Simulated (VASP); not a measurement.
A run of VASP 6.6.1 is set up as follows.

File INCAR:

```
SYSTEM = As
ALGO = Normal ; DIPOL = 0.5 0.5 0.500
EDIFF = 1E-6 ; ENCUT = 520
GGA = PE ; IDIPOL = 3
ISIF = 2 ; ISMEAR = 0
LASPH = .TRUE. ; LCHARG = .TRUE.
LDIPOL = .TRUE. ; LELF = .TRUE.
LREAL = .FALSE. ; LVACPOTAV = .TRUE.
LVHAR = .TRUE. ; LWAVE = .FALSE.
NBANDS = 12 ; NELM = 100
PREC = Accurate ; SIGMA = 0.02
```

Contents of KPOINTS:

```
k-points
0
G
  9 9 1
  0 0 0
```

The input POSCAR:

```
As
1.0
    3.6120000000      0.0000000000      0.0000000000
   -1.8060000000      3.1280837585      0.0000000000
    0.0000000000      0.0000000000     28.0000000000
As
2
Direct
    0.3333333333      0.6666666667      0.5319285714
    0.6666666667      0.3333333333      0.4680714286
```

Potentials or basis: VASP PAW PBE potentials, release 64 (As).

Run with:

```console
$ cat potpaw_PBE.64/As/POTCAR > POTCAR
$ mpirun -np 1 vasp_std > vasp.out
```

(1) Estimate the largest force.

(2) Predict the band gap on the k mesh.

Answers

(1) 3.391 eV/Å.

(2) zero (band 5 reaches -2.43 eV, above the bottom of band 6 at -2.65 eV).
